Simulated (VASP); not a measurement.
Input of a VASP 6.6.1 run:

Contents of INCAR:

```
SYSTEM = AlN
ALGO = Normal ; EDIFF = 1E-7
ENCUT = 520 ; GGA = PE
ISIF = 2 ; ISMEAR = 0
LASPH = .TRUE. ; LCHARG = .TRUE.
LELF = .TRUE. ; LREAL = .FALSE.
LVHAR = .TRUE. ; LWAVE = .FALSE.
NBANDS = 16 ; NELM = 80
PREC = Accurate ; SIGMA = 0.05
```

Contents of KPOINTS:

```
k-points
0
G
  12 12 6
  0 0 0
```

File POSCAR:

```
AlN
1.0
    3.1302395627      0.0000000000      0.0000000000
   -1.5651197814      2.7108669813      0.0000000000
    0.0000000000      0.0000000000      4.6165412822
Al N
2 2
Direct
    0.3333333333      0.6666666667      0.0017287175
    0.6666666667      0.3333333333      0.5017287175
    0.3333333333      0.6666666667      0.3832712825
    0.6666666667      0.3333333333      0.8832712825
```

Potentials or basis: VASP PAW PBE potentials, release 64 (Al, N).

Launch:

```console
$ cat potpaw_PBE.64/Al/POTCAR potpaw_PBE.64/N/POTCAR > POTCAR
$ mpirun -np 1 vasp_std > vasp.out
```

Question: Predict the band gap on the k mesh.

Answer: 4.51 eV, direct.

Question: What does it give for the pressure?

Answer: 20.0 GPa.

Question: Predict the largest force.

Answer: 1.824 eV/Å.

Stress tensor (GPa, compression positive):
```
 6.17  0.00  0.00
 0.00  6.17  0.00
 0.00  0.00 47.56
```

Caveat: the cell differs from its parent crystal (strain +0.000 along x and y, -0.080 along z); forces of over 1 eV/Å act on the atoms, so gaps and moduli don't describe the material at rest. A k mesh can miss the band edges.
